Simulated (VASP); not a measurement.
Set up this calculation in VASP 6.6.1, as the native input.

* Task: single point
* Functional: PBEsol
* Potentials or basis: VASP PAW PBE potentials, release 64 (Si)
* Cutoff: 520 eV
* k mesh: 12 × 12 × 12
* Occupations: gaussian, width 0.03 eV
* Spin: no spin polarisation
* Dipole correction: no
* Further INCAR settings: ALGO = Normal; EDIFF = 1e-06; NBANDS = 16

The structure of Si lies in POSCAR:

```
Si
1.0
   -3.2486310228      3.2486310228      1.9530769709
    3.2486310228     -3.2486310228      1.9530769709
    3.2486310228      3.2486310228     -1.9530769709
Si
4
Direct
    0.1787304307      0.1787304307      0.3574608614
    0.8212695693      0.8212695693      0.6425391386
    0.1787304307      0.8212695693      0.0000000000
    0.8212695693      0.1787304307      0.0000000000
```

One way to write it, as run:

INCAR

```
SYSTEM = Si
PREC = Accurate ; ENCUT = 520
EDIFF = 1E-6 ; ISMEAR = 0
SIGMA = 0.03 ; LREAL = .False.
LASPH = .True. ; NELM = 100
ALGO = Normal ; ISIF = 2
LWAVE = .False. ; LCHARG = .False.
GGA = PS ; NBANDS = 16
```

KPOINTS

```
Automatic mesh
0
Gamma
  12 12 12
  0 0 0
```

Potentials or basis: VASP PAW PBE potentials, release 64 (Si).

Run with:

```bash
$ cat potpaw_PBE.64/Si/POTCAR > POTCAR
$ mpirun -np 1 vasp_std > vasp.out
```

Results of the run:

| Property | Result |
| --- | --- |
| Pressure | 2.6 GPa |
| Largest force | 0.578 eV/Å |
| Band gap on the k mesh | zero (bands 8 and 9 overlap by 0.05 eV) |

Caveat: the stress differs along the axes, from -2 to 5 GPa; semilocal functionals underestimate gaps, and a narrow one can read as zero; the PAW data sets were made with another functional, which shifts forces and pressure a little.

It took 4.2 min on 1 thread of Intel Xeon 8259CL, on a shared host, peak memory 0.33 GiB.
